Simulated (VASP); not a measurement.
Runs of VASP 6.6.1 on Zn. The structure is that of space group Fm-3m (No. 225), or close to it. The cells are those of the table. 

| cell | k mesh | gap on the mesh (eV) | pressure (GPa) |
| --- | --- | --- | --- |
| a = 2.859 Å, angles 60.0°, 1 atom | 15 × 15 × 15 | none | (b) |
| a = 2.745 Å, angles 60.0°, 1 atom | 15 × 15 × 15 | none | 6.3 |
| a = 2.704 Å, angles 60.0°, 1 atom | 15 × 15 × 15 | none | 10.9 |
| a = 2.931 Å, angles 60.0°, 1 atom | 15 × 15 × 15 | none | -4.8 |
| a = 2.822 Å, angles 60.0°, 1 atom | 15 × 15 × 15 | none | 0.1 |
| a = 2.822 Å, angles 60.0°, 1 atom | 22 × 22 × 22 | none | (a) |
| a = 2.784 Å, angles 60.0°, 1 atom | 15 × 15 × 15 | none | (c) |
| a = 2.895 Å, angles 60.0°, 1 atom | 15 × 15 × 15 | none | -3.5 |

Alike in all rows: task single point; level RPBE; potentials or basis VASP PAW PBE potentials, release 64 (Zn); no spin polarisation; cutoff (eV) 520; smearing fermi-dirac 0.1 eV.

**Question.** Estimate the missing entries.

**Answer.** (a) 0.2; (b) -1.9; (c) 2.9.

Caveats: the PAW data sets were made with another functional, which shifts forces and pressure a little.

A gap of «none» marks levels without a gap at the run's occupations.
